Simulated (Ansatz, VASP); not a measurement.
## KTaO3 in VASP and in Ansatz

```
CELL_PARAMETERS angstrom
3.93440 0.00000 0.00000
0.00000 3.93440 0.00000
0.00000 0.00000 3.93440
ATOMIC_POSITIONS crystal
Ta 0.00000 0.00000 0.00000
K 0.50000 0.50000 0.50000
O 0.00000 0.00000 0.50000
O 0.00000 0.50000 0.00000
O 0.50000 0.00000 0.00000
```

Alike in both runs: task single point; functional r2SCAN; dispersion D4; k mesh 7 × 7 × 7; occupations fermi-dirac, width 0.05 eV; no spin polarisation.

|  | VASP | Ansatz |
| --- | --- | --- |
| version | VASP 6.6.1 | Ansatz 0.2.0 |
| potentials or method | VASP PAW PBE potentials, release 64 (Ta_pv, K_sv, O) | Ansatz PAW |
| plane-wave cutoff (eV) | 520 | 500 |
| valence electrons in the cell | 38 | 40 |

```tsv
	VASP	Ansatz	Ansatz less VASP
gap on the k mesh at the Fermi level (eV)	2.77	2.80	+0.033
least direct gap on the mesh (eV)	3.33	3.35	+0.016
pressure (GPa)	10.0	8.8	-1.15
```

VASP's potentials were made for PBE, not for r2SCAN. VASP's potentials hold 38 valence electrons a cell and Ansatz's 40, so a difference there can come from the potentials and not from the codes.

Spin-orbit coupling is off throughout. Noted on Ansatz's run: odd divisions of the mesh miss points on the zone boundary, where band edges often lie, so the gap on the mesh can be too wide.
